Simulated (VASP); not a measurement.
AlMo2As3: single point with PBE

The system is AlMo2As3.

```xyz
6
Lattice="5.4070 0.0000 0.0000 -2.7035 4.6826 0.0000 0.0000 0.0000 4.2479" Properties=species:S:1:pos:R:3 pbc="T T T"
Al    0.0000    0.0000    0.0000
Mo    0.0000    3.1217    0.0000
Mo    2.7035    1.5609    0.0000
As    2.7035    0.0000    2.1240
As    1.3517    2.3413    2.1240
As   -1.3517    2.3413    2.1240
```

The cell was generated, and may not be a known phase.

```
Program             : VASP 6.6.1
Task                : single point
Functional          : PBE
Potentials or basis : VASP PAW PBE potentials, release 64 (Al, Mo_sv, As)
Cutoff              : 520 eV
k mesh              : 12 × 12 × 10
Occupations         : gaussian, width 0.1 eV
Spin                : no spin polarisation
```

```
Pressure               : 0.3 GPa
Band gap on the k mesh : zero (bands 23 and 24 overlap by 1.17 eV)
```

Levels at points of the mesh, in eV from the Fermi level:
```tsv
k point	band 19	band 20	band 21	band 22	band 23	band 24	band 25	band 26	band 27	band 28
(0.00, 0.00, 0.00)	-1.00	-1.00	-0.85	-0.85	-0.64	-0.64	-0.51	2.17	2.31	3.76
(0.50, 0.00, 0.00)	-2.12	-2.04	-0.94	-0.54	0.53	0.55	0.64	0.70	0.81	1.73
(0.00, 0.00, 0.50)	-2.73	-2.73	-1.27	-0.46	0.24	0.60	0.60	0.94	0.94	1.04
(0.50, 0.00, 0.50)	-2.25	-2.18	-1.98	-1.57	-1.40	-0.02	0.66	0.87	1.51	1.86
```

It took 2.4 min on 1 thread of AMD EPYC 9R45 96-Core Processor (Zen 5), with other jobs on the host, peak memory 0.43 GiB.
